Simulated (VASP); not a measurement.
Write the native input for VASP 6.6.1 that does the following.

| Property | Result |
| --- | --- |
| Task | single point |
| Functional | LDA |
| Potentials or basis | VASP PAW LDA potentials, release 64 (Si) |
| Cutoff | 520 eV |
| k mesh | 10 × 10 × 10 |
| Occupations | methfessel-paxton, width 0.1 eV |
| Spin | no spin polarisation |
| Dipole correction | no |
| Further INCAR settings | ALGO = Normal; EDIFF = 1e-06; NBANDS = 11 |

The structure of Si lies in POSCAR:

```
Si
1.0
    0.0000000000      2.7016643793      2.7016643793
    2.7016643793      0.0000000000      2.7016643793
    2.7016643793      2.7016643793      0.0000000000
Si
2
Direct
    0.5000000000      0.5000000000      0.5000000000
    0.7500000000      0.7500000000      0.7500000000
```

One way to write it, as run:

INCAR

```
SYSTEM = Si
PREC = Accurate ; ENCUT = 520
EDIFF = 1E-6 ; ISMEAR = 1
SIGMA = 0.1 ; LREAL = .False.
LASPH = .True. ; NELM = 80
ALGO = Normal ; ISIF = 2
LWAVE = .False. ; LCHARG = .True.
GGA = CA ; LELF = .True.
LVHAR = .True. ; NBANDS = 11
```

KPOINTS

```
Automatic mesh
0
Gamma
  10 10 10
  0 0 0
```

Potentials or basis: VASP PAW LDA potentials, release 64 (Si).

The run is started by

```console
$ cat potpaw_LDA.64/Si/POTCAR > POTCAR
$ mpirun -np 1 vasp_std > vasp.out
```

Results of the run:

| Item | Value |
| --- | --- |
| Pressure | 0.0 GPa |
| Band gap on the k mesh | 0.45 eV, indirect (least direct gap 2.53 eV) |

It took 33 s on 1 thread of AMD EPYC 7R13 (shared host), peak memory 0.11 GiB.
